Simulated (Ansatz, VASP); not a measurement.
## Two plane-wave programs on Se

Contents of INCAR:

```
ALGO     = Normal         # electronic algorithm
EDIFF    = 1E-7           # SCF threshold, eV
ENCUT    = 520            # plane-wave cutoff, eV
GGA      = PE             # functional
ISIF     = 2              # what is computed and relaxed
ISMEAR   = 0              # smearing method
IVDW     = 12             # dispersion correction
LASPH    = True           # aspherical terms in the spheres
LCHARG   = False          # write CHGCAR
LREAL    = False          # projectors in reciprocal space
LWAVE    = False          # write WAVECAR
NBANDS   = 16             # bands
NELM     = 100            # most SCF steps
PREC     = Accurate       # precision mode
SIGMA    = 0.05           # smearing width, eV
```

The input KPOINTS:

```
k-points
0
Gamma
  12 12 8
```

POSCAR

```
Se
1.0
    4.3450283269      0.0000000000      0.0000000000
   -2.1725141635      3.7629049113      0.0000000000
    0.0000000000      0.0000000000      4.8547001496
Se
3
Direct
    0.2473450684      0.0000000000      0.3333333333
    0.0000000000      0.2473450684      0.6666666667
    0.7526549316      0.7526549316      0.0000000000
```

Input for Ansatz:

```yaml
crystal:
  lattice:
    - [4.3450283269, 0.0, 0.0]
    - [-2.1725141635, 3.7629049113, 0.0]
    - [0.0, 0.0, 4.8547001496]
  atoms:
    - { symbol: Se, position: [0.2473450684, 0.0, 0.3333333333] }
    - { symbol: Se, position: [0.0, 0.2473450684, 0.6666666667] }
    - { symbol: Se, position: [0.7526549316, 0.7526549316, 0.0] }
basis:
  ecutwfc: 420
kpoints:
  mp_grid: { grid: [12, 12, 8] }
hamiltonian:
  xc: pbe
  dispersion: d3bj
scf:
  occupations: { method: gaussian, width: 0.05 }
output:
  forces: true
  stress: true
  eigenvalues: true
```

Alike in both runs: task single point; functional PBE; dispersion D3(BJ); k mesh 12 × 12 × 8; occupations gaussian, width 0.05 eV; no spin polarisation.

```csv
,VASP,Ansatz
version,VASP 6.6.1,Ansatz 0.2.0
potentials or method,"VASP PAW PBE potentials, release 64 (Se), cutoff 520 eV","scalar-relativistic, plane waves, PAW"
valence electrons in the cell,18,48
```

VASP gave:

- gap on the k mesh at the Fermi level (eV): 0.46
- least direct gap on the mesh (eV): 1.34
- pressure (GPa): -2.4
- traceless stress, the component that is largest in VASP (GPa): 1.72
- rms of the force components (eV/Å): 0.287

Task: Estimate Ansatz's values.

Result: gap on the k mesh at the Fermi level (eV): 0.46; least direct gap on the mesh (eV): 1.35; pressure (GPa): -2.4; traceless stress, the component that is largest in VASP (GPa): 1.71; rms of the force components (eV/Å): 0.297.

Atom by atom the forces differ by 0.010 eV/Å (rms over components). VASP's potentials hold 18 valence electrons a cell and Ansatz's 48, so a difference there can come from the potentials and not from the codes.
